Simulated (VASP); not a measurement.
# KTaO3 (Pm-3m) in VASP: a series of runs, part 2 of 3

VASP 6.6.1. The steps go on from the part before.

## Step 4: Single point, r2SCAN (strain +4.0%)

The input, POSCAR:

```
KTaO3
1.0
    4.1497363471      0.0000000000      0.0000000000
    0.0000000000      4.1497363471      0.0000000000
    0.0000000000      0.0000000000      4.1497363471
K Ta O
1 1 3
Direct
    0.0000000000      0.0000000000      0.0000000000
    0.5000000000      0.5000000000      0.5000000000
    0.5000000000      0.5000000000      0.0000000000
    0.5000000000      0.0000000000      0.5000000000
    0.0000000000      0.5000000000      0.5000000000
```

The input, INCAR.step1:

```
  ALGO = Normal
  EDIFF = 1E-5
  ENCUT = 660
  GGA = PE
  GGA_COMPAT = False
  ISMEAR = 0
  LASPH = True
  LCHARG = False
  LREAL = False
  LWAVE = True
  NBANDS = 28
  NELM = 120
  PREC = Accurate
  SIGMA = 0.01
```

The input, INCAR.step2:

```
  ALGO = Normal
  EDIFF = 1E-6
  ENCUT = 660
  GGA_COMPAT = False
  ISIF = 2
  ISMEAR = 0
  ISTART = 1
  LASPH = True
  LCHARG = True
  LELF = True
  LMIXTAU = True
  LREAL = False
  LVHAR = True
  LWAVE = False
  METAGGA = R2SCAN
  NBANDS = 28
  NELM = 120
  PREC = Accurate
  SIGMA = 0.01
```

The input, KPOINTS:

```
k-points
0
Gamma
  6 6 6
```

Potentials or basis: VASP PAW PBE potentials, release 64 (K_sv, Ta_sv_GW, O).

Launch:

```
cat potpaw_PBE.64/K_sv/POTCAR potpaw_PBE.64/Ta_sv_GW/POTCAR potpaw_PBE.64/O/POTCAR > POTCAR
cp INCAR.step1 INCAR
mpirun -np 1 vasp_std > vasp.out
cp INCAR.step2 INCAR
mpirun -np 1 vasp_std > vasp.out
```

OUTCAR:

```text
EDIFF = 1E-6
   ENCUT = 660
   ISIF = 2
   ISMEAR = 0
   ISTART = 1
   LASPH = True
   LREAL = False
   METAGGA = R2SCAN
   NELM = 120
   PREC = Accurate

 ion  position               nearest neighbor table
   1  0.000  0.000  0.000-
   2  0.500  0.500  0.500-   3 2.07   4 2.07   5 2.07   3 2.07   4 2.07   5 2.07
   3  0.500  0.500  0.000-   2 2.07   2 2.07
   4  0.500  0.000  0.500-   2 2.07   2 2.07
   5  0.000  0.500  0.500-   2 2.07   2 2.07

  LATTYP: Found a simple cubic cell.
 ALAT       =     4.1497363471

  Lattice vectors:

 A1 = (   4.1497363471,   0.0000000000,   0.0000000000)
 A2 = (   0.0000000000,   4.1497363471,   0.0000000000)
 A3 = (   0.0000000000,   0.0000000000,   4.1497363471)

Analysis of symmetry for initial positions (statically):
=====================================================================
 Subroutine PRICEL returns:
 Original cell was already a primitive cell.

 Routine SETGRP: Setting up the symmetry group for a
 simple cubic supercell.

 Subroutine GETGRP returns: Found 48 space group operations
 (whereof 48 operations were pure point group operations)
 out of a pool of 48 trial point group operations.

The static configuration has the point symmetry O_h .

Analysis of symmetry for dynamics (positions and initial velocities):
=====================================================================
 Subroutine PRICEL returns:
 Original cell was already a primitive cell.

 Routine SETGRP: Setting up the symmetry group for a
 simple cubic supercell.

 Subroutine GETGRP returns: Found 48 space group operations
 (whereof 48 operations were pure point group operations)
 out of a pool of 48 trial point group operations.

[... 115 lines left out ...]
   EFERMI =   0.00;   METHOD = LEGACY
   ISMEAR =     0;   SIGMA  =   0.01  broadening in eV -4-tet -1-fermi 0-gaus
   EFERMI_NEDOS =   21; number of points for ismear=-14 and -15
   IALGO  =     38    algorithm
   IMIX   =      4    mixing-type and parameters
     AMIX     =   0.40;   BMIX     =  1.00
     AMIX_MAG =   1.60;   BMIX_MAG =  1.00
  volume/ion in A,a.u.               =      14.29        96.45
  Fermi-wavevector in a.u.,A,eV,Ry     =   1.349194  2.549607 24.767009  1.820324
  Thomas-Fermi vector in A             =   2.476801
   LORBIT       =      0    0 simple, 1 ext, 2 COOP (PROOUT), +10 PAW based schemes
   METAGGA = R2SCAN    functional components
   LHFCALC =     F    Hartree Fock is set to
   AEXX    =    0.0000 exact exchange contribution
   IVDW    =     0    specifies the selected vdW correction
   LEPSILON=     F    determine dielectric tensor
   LRPA    =     F    only Hartree local field effects (RPA)
 non-spin polarized calculation
 Gauss-broadening in eV      SIGMA  =   0.01
  energy-cutoff  :      660.00
  volume of cell :       71.46
 maximum number of plane-waves:      2800
 NGX is ok and might be reduce to    36
   NGX = 17   NGY = 17   NGZ = 17

 number of electron      39.9999993 magnetization

 Free energy of the ion-electron system (eV)
  ---------------------------------------------------
  ext. energy  EPLUGINS =         0.00000000
  ---------------------------------------------------
  free energy    TOTEN  =       -89.29787697 eV

  energy without entropy =      -89.29787697  energy(sigma->0) =      -89.29787697

 E-fermi :   2.1608     XC(G=0): -10.9874

 val. band max:        1.9011628437   @ k =   0.5000   0.5000   0.5000
 cond. band min:       4.1924750131   @ k =   0.0000   0.0000   0.0000
 fundamental gap:      2.2913121693
 Fermi energy:         2.1607853464

 k-point     1 :       0.0000    0.0000    0.0000
  band No.  band energies     occupation
      1     -68.3724      2.00000
      2     -33.8912      2.00000
      3     -33.8912      2.00000
      4     -33.8912      2.00000
      5     -26.6567      2.00000
      6     -16.2120      2.00000
[... 609 lines left out ...]
     27      13.0093      0.00000
     28      13.1972      0.00000

------------------------ aborting loop because EDIFF is reached ----------------------------------------

  FORCE on cell =-STRESS in cart. coord.  units (eV):
  Direction    XX          YY          ZZ          XY          YZ          ZX
  --------------------------------------------------------------------------------------
  -------------------------------------------------------------------------------------
  Total       -8.5650718     -8.5650718     -8.5650718      0.0000000      0.0000000     -0.0000000
  in kB     -192.0348618   -192.0348618   -192.0348618      0.0000000      0.0000000     -0.0000000
  external PRESSURE =    -192.0348618 kB  Pullay stress =       0.0000000 kB

 VOLUME and BASIS-vectors are now :
 -----------------------------------------------------------------------------
  energy-cutoff  :      660.00
  volume of cell :       71.46
      direct lattice vectors                 reciprocal lattice vectors
     4.149736347  0.000000000  0.000000000     0.240979165  0.000000000  0.000000000
     0.000000000  4.149736347  0.000000000     0.000000000  0.240979165  0.000000000
     0.000000000  0.000000000  4.149736347     0.000000000  0.000000000  0.240979165

 POSITION                                       TOTAL-FORCE (eV/Angst)
 -----------------------------------------------------------------------------------
      0.00000      0.00000      0.00000         0.000000      0.000000      0.000000
      2.07487      2.07487      2.07487         0.000000      0.000000      0.000000
      2.07487      2.07487      0.00000         0.000000      0.000000      0.000000
      2.07487      0.00000      2.07487         0.000000      0.000000      0.000000
      0.00000      2.07487      2.07487         0.000000      0.000000      0.000000
 -----------------------------------------------------------------------------------
    total drift:                                0.000000      0.000000      0.000000

  FREE ENERGIE OF THE ION-ELECTRON SYSTEM (eV)
  ---------------------------------------------------
  free  energy   TOTEN  =       -89.2978769717 eV

  energy  without entropy=      -89.2978769717  energy(sigma->0) =      -89.29787697
```

Wall time 89 s (1 thread of Intel Xeon 6975P-C (Granite Rapids), shared host); peak memory 0.24 GiB.

Results:

| Quantity | Value |
| --- | --- |
| Free energy | -89.2979 eV |
| Pressure | -19.2 GPa |
| Band gap on the k mesh | 2.29 eV, indirect (least direct gap 2.96 eV) |

Levels at points of the mesh, in eV from the valence-band top:
```tsv
k point	band 18	band 19	band 20	band 21	band 22	band 23
(0.00, 0.00, 0.00)	-0.67	-0.67	-0.67	2.29	2.29	2.29
(0.50, 0.00, 0.00)	-1.27	-0.84	-0.84	2.40	4.63	4.63
(0.50, 0.50, 0.00)	-1.31	-1.31	-0.03	4.66	4.66	5.77
(0.50, 0.50, 0.50)	0.00	0.00	0.00	5.84	5.84	5.84
```

Caveat: the cell differs from its parent crystal (strain +4.0%); the PAW data sets were made with another functional, which shifts forces and pressure a little; spin-orbit coupling is left out, which moves the levels of the heavy elements.

## Step 5: Single point, r2SCAN (strain -2.0%)

Changes to POSCAR since step 4:

```diff
@@ -2,5 +2,5 @@
 1.0
-    4.1497363471      0.0000000000      0.0000000000
-    0.0000000000      4.1497363471      0.0000000000
-    0.0000000000      0.0000000000      4.1497363471
+    3.9103284809      0.0000000000      0.0000000000
+    0.0000000000      3.9103284809      0.0000000000
+    0.0000000000      0.0000000000      3.9103284809
 K Ta O
```

The input, INCAR.step1:

```
ALGO = Normal
EDIFF = 1E-5
ENCUT = 660
GGA = PE
GGA_COMPAT = F
ISMEAR = 0
LASPH = T
LCHARG = F
LREAL = F
LWAVE = T
NBANDS = 28
NELM = 120
PREC = Accurate
SIGMA = 0.01
```

The input, INCAR.step2:

```
ALGO = Normal
EDIFF = 1E-6
ENCUT = 660
GGA_COMPAT = F
ISIF = 2
ISMEAR = 0
ISTART = 1
LASPH = T
LCHARG = F
LMIXTAU = T
LREAL = F
LWAVE = F
METAGGA = R2SCAN
NBANDS = 28
NELM = 120
PREC = Accurate
SIGMA = 0.01
```

KPOINTS is that of step 4.

Potentials or basis: VASP PAW PBE potentials, release 64 (K_sv, Ta_sv_GW, O).

Launch:

```
cat potpaw_PBE.64/K_sv/POTCAR potpaw_PBE.64/Ta_sv_GW/POTCAR potpaw_PBE.64/O/POTCAR > POTCAR
cp INCAR.step1 INCAR
mpirun -np 1 vasp_std > vasp.out
cp INCAR.step2 INCAR
mpirun -np 1 vasp_std > vasp.out
```

OUTCAR:

```text
EDIFF = 1E-6
   ENCUT = 660
   ISIF = 2
   ISMEAR = 0
   ISTART = 1
   LASPH = T
   LREAL = F
   METAGGA = R2SCAN
   NELM = 120
   PREC = Accurate

 ion  position               nearest neighbor table
   1  0.000  0.000  0.000-   3 2.77   4 2.77   5 2.77   4 2.77   5 2.77   3 2.77   5 2.77   5 2.77
                             3 2.77   4 2.77   4 2.77   3 2.77   2 3.39   2 3.39   2 3.39   2 3.39
   2  0.500  0.500  0.500-   3 1.96   4 1.96   5 1.96   3 1.96   4 1.96   5 1.96   1 3.39   1 3.39
[... 821 lines left out ...]
  --------------------------------------------------------------------------------------
  -------------------------------------------------------------------------------------
  Total        5.4917881      5.4917881      5.4917881      0.0000000      0.0000000     -0.0000000
  in kB      147.1582557    147.1582557    147.1582557      0.0000000      0.0000000     -0.0000000
  external PRESSURE =     147.1582557 kB  Pullay stress =       0.0000000 kB

 VOLUME and BASIS-vectors are now :
 -----------------------------------------------------------------------------
  energy-cutoff  :      660.00
  volume of cell :       59.79
      direct lattice vectors                 reciprocal lattice vectors
     3.910328481  0.000000000  0.000000000     0.255732991  0.000000000  0.000000000
     0.000000000  3.910328481  0.000000000     0.000000000  0.255732991  0.000000000
     0.000000000  0.000000000  3.910328481     0.000000000  0.000000000  0.255732991

 POSITION                                       TOTAL-FORCE (eV/Angst)
 -----------------------------------------------------------------------------------
      0.00000      0.00000      0.00000         0.000000      0.000000      0.000000
      1.95516      1.95516      1.95516         0.000000      0.000000      0.000000
      1.95516      1.95516      0.00000         0.000000      0.000000      0.000000
      1.95516      0.00000      1.95516         0.000000      0.000000      0.000000
      0.00000      1.95516      1.95516         0.000000      0.000000      0.000000
 -----------------------------------------------------------------------------------
    total drift:                                0.000000      0.000000      0.000000

  FREE ENERGIE OF THE ION-ELECTRON SYSTEM (eV)
  ---------------------------------------------------
  free  energy   TOTEN  =       -89.6370175612 eV

  energy  without entropy=      -89.6370175612  energy(sigma->0) =      -89.63701756
```

OUTCAR.step1:

```text
EDIFF = 1E-5
   ENCUT = 660
   GGA = PE
   ISMEAR = 0
[... 848 lines left out ...]
      1.95516      1.95516      1.95516         0.000000      0.000000      0.000000
      1.95516      1.95516      0.00000         0.000000      0.000000      0.000000
      1.95516      0.00000      1.95516         0.000000      0.000000      0.000000
      0.00000      1.95516      1.95516         0.000000      0.000000      0.000000
 -----------------------------------------------------------------------------------
    total drift:                                0.000000      0.000000      0.000000

  FREE ENERGIE OF THE ION-ELECTRON SYSTEM (eV)
  ---------------------------------------------------
  free  energy   TOTEN  =       -43.3209174794 eV

  energy  without entropy=      -43.3209174794  energy(sigma->0) =      -43.32091748
```

Run time: 3.1 min. Hardware: 1 thread of Intel Xeon 6975P-C (Granite Rapids), shared host; peak memory 0.25 GiB.

What came out:

```yaml
Free_energy: -89.6370 eV
Pressure: 14.7 GPa
Band_gap_on_the_k_mesh: 2.77 eV, indirect (least direct gap 3.38 eV)
```

Levels at points of the mesh, in eV from the valence-band top:
```csv
k point,band 16,band 17,band 18,band 19,band 20,band 21,band 22,band 23,band 24,band 25
"(0.00, 0.00, 0.00)",-1.18,-1.18,-0.62,-0.62,-0.62,2.77,2.77,2.77,7.91,7.91
"(0.50, 0.00, 0.00)",-2.39,-2.26,-1.69,-0.86,-0.86,2.95,5.88,5.88,7.95,10.05
"(0.50, 0.50, 0.00)",-3.03,-1.58,-1.53,-1.53,-0.05,5.92,5.92,7.34,9.03,11.06
"(0.50, 0.50, 0.50)",-4.14,-4.14,0.00,0.00,0.00,7.52,7.52,7.52,9.84,9.84
```

Caveat: the cell differs from its parent crystal (strain -2.0%); the PAW data sets were made with another functional, which shifts forces and pressure a little; spin-orbit coupling is left out, which moves the levels of the heavy elements.

[end of part 2 of 3]
